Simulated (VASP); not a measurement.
# Re (P6_3/mmc) in VASP: notebook

The runs below take Re through single point, with PBEsol.

All numbers are computed with VASP 6.6.1; they aren't measurements. Logs are shortened: lines on timing, memory, paths and dates and some standing lists are left out, and cuts for length are marked.

**1. The cell of the first run**

Symmetry: P6_3/mmc, No. 194, hexagonal system. The conventional cell has a = 2.613 Å, b = 2.613 Å, c = 4.266 Å, α = 90.00°, β = 90.00°, γ = 120.00°. Within 3.4 Å of Re (site symmetry -6m2) lie 12 Re at 2.61 Å.

**2. Single point, PBEsol**

File INCAR:

```
SYSTEM = Re
PREC = Accurate
ENCUT = 520
EDIFF = 1E-6
ISMEAR = 0
SIGMA = 0.15
LREAL = .FALSE.
LASPH = .TRUE.
NELM = 80
ALGO = Normal
ISIF = 2
LWAVE = .FALSE.
LCHARG = .FALSE.
GGA = PS
NBANDS = 14
```

File KPOINTS:

```
regular mesh
0
G
  18 18 10
  0 0 0
```

File POSCAR:

```
Re
1.0
    2.6128000000      0.0000000000      0.0000000000
   -1.3064000000      2.2627511750      0.0000000000
    0.0000000000      0.0000000000      4.2656000000
Re
2
Direct
    0.3333333333      0.6666666667      0.2500000000
    0.6666666667      0.3333333333      0.7500000000
```

Potentials or basis: VASP PAW PBE potentials, release 64 (Re).

Started as:

```
$ cat potpaw_PBE.64/Re/POTCAR > POTCAR
$ mpirun -np 1 vasp_std > vasp.out
```

OUTCAR:

```text
SYSTEM = Re
   PREC = Accurate
   ENCUT = 520
   EDIFF = 1E-6
   ISMEAR = 0
   LREAL = .FALSE.
   LASPH = .TRUE.
   NELM = 80
   ISIF = 2
   GGA = PS

 ion  position               nearest neighbor table
   1  0.333  0.667  0.250-   2 2.61   2 2.61   2 2.61   2 2.61   2 2.61   2 2.61
   2  0.667  0.333  0.750-   1 2.61   1 2.61   1 2.61   1 2.61   1 2.61   1 2.61

  LATTYP: Found a hexagonal cell.
 ALAT       =     2.6128000000
 C/A-ratio  =     1.6325780772

  Lattice vectors:

 A1 = (   2.6128000000,   0.0000000000,   0.0000000000)
 A2 = (  -1.3064000000,   2.2627511750,   0.0000000000)
 A3 = (   0.0000000000,   0.0000000000,   4.2656000000)

Analysis of symmetry for initial positions (statically):
=====================================================================
 Subroutine PRICEL returns:
 Original cell was already a primitive cell.

 Routine SETGRP: Setting up the symmetry group for a
 hexagonal supercell.

 Subroutine GETGRP returns: Found 24 space group operations
 (whereof 12 operations were pure point group operations)
 out of a pool of 24 trial point group operations.

The static configuration has the point symmetry D_3d.
 The point group associated with its full space group is D_6h.

Analysis of symmetry for dynamics (positions and initial velocities):
=====================================================================
 Subroutine PRICEL returns:
 Original cell was already a primitive cell.

 Routine SETGRP: Setting up the symmetry group for a
 hexagonal supercell.

 Subroutine GETGRP returns: Found 24 space group operations
 (whereof 12 operations were pure point group operations)
 out of a pool of 24 trial point group operations.

The dynamic configuration has the point symmetry D_3d.
 The point group associated with its full space group is D_6h.

 Subroutine INISYM returns: Found 24 space group operations
 (whereof 12 operations are pure point group operations),
 and found     1 'primitive' translations

----------------------------------------------------------------------------------------

                                     Primitive cell

  volume of cell :      25.2187

  direct lattice vectors                    reciprocal lattice vectors
     2.612800000  0.000000000  0.000000000     0.382731170  0.220969944  0.000000000
    -1.306400000  2.262751175  0.000000000     0.000000000  0.441939888  0.000000000
     0.000000000  0.000000000  4.265600000     0.000000000  0.000000000  0.234433608

  length of vectors
     2.612800000  2.612800000  4.265600000     0.441939888  0.441939888  0.234433608

  position of ions in fractional coordinates (direct lattice)
     0.333333333  0.666666667  0.250000000
     0.666666667  0.333333333  0.750000000

  ion indices of the primitive-cell ions
   primitive index   ion index
                 1           1
                 2           2

----------------------------------------------------------------------------------------

 KPOINTS: regular mesh

Automatic generation of k-mesh.
 Grid dimensions read from file:
 generate k-points for:   18   18   10

 Generating k-lattice:

  Cartesian coordinates                     Fractional coordinates (reciprocal lattice)
     0.021262843  0.012276108  0.000000000     0.055555556 -0.000000000  0.000000000
     0.000000000  0.024552216  0.000000000     0.000000000  0.055555556  0.000000000
     0.000000000  0.000000000  0.023443361     0.000000000  0.000000000  0.100000000

  Length of vectors
     0.024552216  0.024552216  0.023443361

  Shift w.r.t. Gamma in fractional coordinates (k-lattice)
     0.000000000  0.000000000  0.000000000

 Subroutine IBZKPT returns following result:
 ===========================================

 Found    222 irreducible k-points:

 Following reciprocal coordinates:
            Coordinates               Weight
  0.000000  0.000000  0.000000      1.000000
  0.055556  0.000000  0.000000      6.000000
  0.111111  0.000000  0.000000      6.000000
  0.166667  0.000000  0.000000      6.000000
  0.222222  0.000000  0.000000      6.000000
  0.277778 -0.000000  0.000000      6.000000
[... 16 lines left out ...]
  0.333333  0.111111  0.000000     12.000000
  0.388889  0.111111  0.000000     12.000000
 [... further k-points ...]
   k-points           NKPTS =    222   k-points in BZ     NKDIM =    222   number of bands    NBANDS=     14
   number of dos      NEDOS =    301   number of ions     NIONS =      2
   total plane-waves  NPLWV =  12800
   dimension x,y,z NGX =    20 NGY =   20 NGZ =   32
   dimension x,y,z NGXF=    40 NGYF=   40 NGZF=   64
   ions per type =               2
   NGX,Y,Z   is equivalent  to a cutoff of  12.73, 12.73, 12.47 a.u.
   NGXF,Y,Z  is equivalent  to a cutoff of  25.45, 25.45, 24.94 a.u.
 SYSTEM =  Re
   PREC   = accura    normal or accurate (medium, high low for compatibility)
   ISTART =      0    job   : 0-new  1-cont  2-samecut
   ICHARG =      2    charge: 1-file 2-atom 10-const
   ISPIN  =      1    spin polarized calculation?
   LNONCOLLINEAR =      F non collinear calculations
   LSORBIT =      F    spin-orbit coupling
   LASPH  =      T    aspherical Exc in radial PAW
   ENCUT  =  520.0 eV  38.22 Ry    6.18 a.u.   4.86  4.86  7.93*2*pi/ulx,y,z
   NELM   =     80;   NELMIN=  2; NELMDL= -5     # of ELM steps
   EDIFF  = 0.1E-05   stopping-criterion for ELM
   LREAL  =      F    real-space projection
   EDIFFG = 0.1E-04   stopping-criterion for IOM
   NSW    =      0    number of steps for IOM
   IBRION =     -1    ionic relax: 0-MD 1-quasi-New 2-CG
   NFREE  =      0    steps in history (QN), initial steepest desc. (CG)
   ISIF   =      2    stress and relaxation
   ISYM   =      2    0-nonsym 1-usesym 2-fastsym
   POTIM  = 0.5000    time-step for ionic-motion
   TEBEG  =    0.0;   TEEND  =   0.0 temperature during run
   PSTRESS=    0.0 pullay stress
   NELECT =      14.0000    total number of electrons
   NUPDOWN=      -1.0000    fix difference up-down
   EMIN   =  10.00;   EMAX   =-10.00  energy-range for DOS
   EFERMI =   0.00;   METHOD = LEGACY
   ISMEAR =     0;   SIGMA  =   0.15  broadening in eV -4-tet -1-fermi 0-gaus
   EFERMI_NEDOS =   21; number of points for ismear=-14 and -15
   IALGO  =     38    algorithm
   IMIX   =      4    mixing-type and parameters
     AMIX     =   0.40;   BMIX     =  1.00
     AMIX_MAG =   1.60;   BMIX_MAG =  1.00
  volume/ion in A,a.u.               =      12.61        85.09
  Fermi-wavevector in a.u.,A,eV,Ry     =   1.345478  2.542584 24.630763  1.810310
  Thomas-Fermi vector in A             =   2.473387
   LORBIT       =      0    0 simple, 1 ext, 2 COOP (PROOUT), +10 PAW based schemes
   GGA     = PS    functional components
   LHFCALC =     F    Hartree Fock is set to
   AEXX    =    0.0000 exact exchange contribution
   IVDW    =     0    specifies the selected vdW correction
   LEPSILON=     F    determine dielectric tensor
   LRPA    =     F    only Hartree local field effects (RPA)
 non-spin polarized calculation
 Gauss-broadening in eV      SIGMA  =   0.15
  energy-cutoff  :      520.00
  volume of cell :       25.22
 maximum number of plane-waves:       699
 NGX is ok and might be reduce to    20
   NGX =  9   NGY =  9   NGZ = 15

 number of electron      13.9999999 magnetization

 Free energy of the ion-electron system (eV)
  ---------------------------------------------------
  ext. energy  EPLUGINS =         0.00000000
  ---------------------------------------------------
  free energy    TOTEN  =       -25.89510969 eV

  energy without entropy =      -25.88070981  energy(sigma->0) =      -25.88790975

 E-fermi :   9.7735     XC(G=0): -14.6761

 val. band max:        9.7708437835   @ k =   0.3333   0.0556   0.4000
 cond. band min:       9.7772936364   @ k =   0.3333   0.2778   0.5000
 fundamental gap:      0.0064498529
 Fermi energy:         9.7734981261

 k-point     1 :       0.0000    0.0000    0.0000
  band No.  band energies     occupation
      1      -1.2086      2.00000
      2       1.8768      2.00000
      3       7.5543      2.00000
      4       7.7140      2.00000
      5       7.7140      2.00000
      6       8.7503      2.00000
      7       8.7503      2.00000
      8      10.0484      0.00954
      9      10.0484      0.00954
     10      10.6953      0.00000
     11      13.8908      0.00000
     12      13.8908      0.00000
     13      21.7980      0.00000
     14      24.1422      0.00000

 k-point     2 :       0.0556    0.0000    0.0000
  band No.  band energies     occupation
      1      -1.0535      2.00000
      2       2.0257      2.00000
      3       7.2045      2.00000
      4       7.8595      2.00000
      5       8.0065      2.00000
      6       8.6299      2.00000
      7       8.8896      2.00000
      8       9.7334      1.29492
      9       9.9173      0.17528
     10      10.2616      0.00000
     11      13.9851      0.00000
     12      14.6185      0.00000
     13      21.8283      0.00000
     14      24.5065      0.00000

 k-point     3 :       0.1111    0.0000    0.0000
  band No.  band energies     occupation
      1      -0.6053      2.00000
      2       2.4401      2.00000
      3       6.7008      2.00000
      4       8.2093      2.00000
      5       8.2909      2.00000
      6       8.5192      2.00000
      7       8.6126      2.00000
      8       9.3018      1.99999
      9       9.5767      1.93652
     10       9.8973      0.24300
     11      14.2171      0.00000
     12      16.0608      0.00000
     13      21.8418      0.00000
     14      25.5290      0.00000

 k-point     4 :       0.1667    0.0000    0.0000
  band No.  band energies     occupation
      1       0.0824      2.00000
      2       2.9957      2.00000
      3       6.2222      2.00000
      4       7.3444      2.00000
      5       7.8303      2.00000
      6       8.9932      2.00000
      7       9.0593      2.00000
      8       9.1290      2.00000
      9       9.5387      1.97318
     10       9.9691      0.06523
     11      14.4924      0.00000
     12      17.6711      0.00000
     13      21.7073      0.00000
     14      26.9699      0.00000

 k-point     5 :       0.2222    0.0000    0.0000
  band No.  band energies     occupation
      1       0.9114      2.00000
      2       3.3966      2.00000
      3       6.0400      2.00000
      4       6.1660      2.00000
      5       7.5036      2.00000
      6       8.6591      2.00000
      7       9.1541      2.00000
      8       9.8523      0.45753
      9       9.9388      0.11914
     10      10.8590      0.00000
     11      14.7422      0.00000
[... 276 lines left out ...]
 k-point    22 :       0.2778    0.1111    0.0000
  band No.  band energies     occupation
      1       2.8206      2.00000
      2       3.5606      2.00000
      3       4.2649      2.00000
      4       6.1370      2.00000
      5       7.2766      2.00000
      6       7.9762      2.00000
      7       8.7430      2.00000
      8      11.3034      0.00000
      9      12.9381      0.00000
     10      14.2931      0.00000
     11      14.7267      0.00000
     12      20.8900      0.00000
     13      22.9640      0.00000
     14      24.1771      0.00000

 k-point    23 :       0.3333    0.1111    0.0000
  band No.  band energies     occupation
      1       3.0918      2.00000
      2       3.3314      2.00000
      3       3.7037      2.00000
      4       6.7655      2.00000
      5       7.1659      2.00000
      6       8.3439      2.00000
      7       8.5506      2.00000
      8      12.4990      0.00000
      9      13.9190      0.00000
     10      14.7679      0.00000
     11      15.6887      0.00000
     12      21.1566      0.00000
     13      22.0747      0.00000
     14      23.9979      0.00000

 k-point    24 :       0.3889    0.1111    0.0000
  band No.  band energies     occupation
      1       2.9523      2.00000
      2       3.3585      2.00000
      3       3.3837      2.00000
      4       7.1460      2.00000
      5       7.3654      2.00000
      6       8.0434      2.00000
      7       8.9568      2.00000
      8      13.7183      0.00000
      9      14.5428      0.00000
     10      14.7870      0.00000
     11      16.9431      0.00000
     12      20.1788      0.00000
     13      21.7957      0.00000
     14      22.6637      0.00000

 [... further k-points ...]

------------------------ aborting loop because EDIFF is reached ----------------------------------------

  FORCE on cell =-STRESS in cart. coord.  units (eV):
  Direction    XX          YY          ZZ          XY          YZ          ZX
  --------------------------------------------------------------------------------------
  -------------------------------------------------------------------------------------
  Total       12.8690379     12.8690379     11.5740219     -0.0000000     -0.0000000      0.0000000
  in kB      817.5862292    817.5862292    735.3122298     -0.0000000     -0.0000000      0.0000000
  external PRESSURE =     790.1615627 kB  Pullay stress =       0.0000000 kB

 VOLUME and BASIS-vectors are now :
 -----------------------------------------------------------------------------
  energy-cutoff  :      520.00
  volume of cell :       25.22
      direct lattice vectors                 reciprocal lattice vectors
     2.612800000  0.000000000  0.000000000     0.382731170  0.220969944  0.000000000
    -1.306400000  2.262751175  0.000000000     0.000000000  0.441939888  0.000000000
     0.000000000  0.000000000  4.265600000     0.000000000  0.000000000  0.234433608

 POSITION                                       TOTAL-FORCE (eV/Angst)
 -----------------------------------------------------------------------------------
     -0.00000      1.50850      1.06640         0.000000     -0.000000      0.000000
      1.30640      0.75425      3.19920        -0.000000      0.000000      0.000000
 -----------------------------------------------------------------------------------
    total drift:                                0.000000     -0.000000     -0.000000

  FREE ENERGIE OF THE ION-ELECTRON SYSTEM (eV)
  ---------------------------------------------------
  free  energy   TOTEN  =       -25.8951096895 eV

  energy  without entropy=      -25.8807098110  energy(sigma->0) =      -25.88790975
```

Wall time 59 s (1 thread of AMD EPYC 7R13 (Zen 3), shared host); peak memory 0.16 GiB.

Results:

* Free energy: -25.8951 eV
* Pressure: 79.0 GPa
* Band gap on the k mesh: zero (bands 7 and 8 overlap by 4.23 eV)

Caveat: the stress differs along the axes, from 74 to 82 GPa; the PAW data sets were made with another functional, which shifts forces and pressure a little; spin-orbit coupling is left out, which moves the levels of the heavy elements.

(Part 1 of 3 ends here.)
